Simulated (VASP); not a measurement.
A run of VASP 6.6.1:

INCAR

```
PREC     = Accurate       # precision mode
ENCUT    = 520            # plane-wave cutoff, eV
EDIFF    = 1E-6           # SCF threshold, eV
ISMEAR   = 1              # smearing method
SIGMA    = 0.2            # smearing width, eV
LREAL    = F              # projectors in reciprocal space
LASPH    = T              # aspherical terms in the spheres
NELM     = 80             # most SCF steps
ALGO     = Normal         # electronic algorithm
ISIF     = 2              # what is computed and relaxed
LWAVE    = F              # write WAVECAR
LCHARG   = T              # write CHGCAR
LELF     = T              # ELF
LVHAR    = T            
NBANDS   = 10             # bands
```

The input KPOINTS:

```
regular mesh
0
Gamma
  9 9 9
```

POSCAR

```
K
1.0
   -2.5241928768      2.5241928768      2.5241928768
    2.5241928768     -2.5241928768      2.5241928768
    2.5241928768      2.5241928768     -2.5241928768
K
1
Direct
    0.0000000000      0.0000000000      0.0000000000
```

Potentials or basis: VASP PAW LDA potentials, release 64 (K_sv).

Launch:

```sh
$ cat potpaw_LDA.64/K_sv/POTCAR > POTCAR
$ mpirun -np 1 vasp_std > vasp.out
```

Hardware: 1 thread of Intel(R) Xeon(R) 6975P-C (Granite Rapids), on a shared host.

Problem. How long does it take, and how much memory?

Solution. Run time: 9.9 s on 1 thread of Intel(R) Xeon(R) 6975P-C (Granite Rapids), with other jobs on the host, peak memory 0.17 GiB. Counts: scf iterations 10, k points 35.
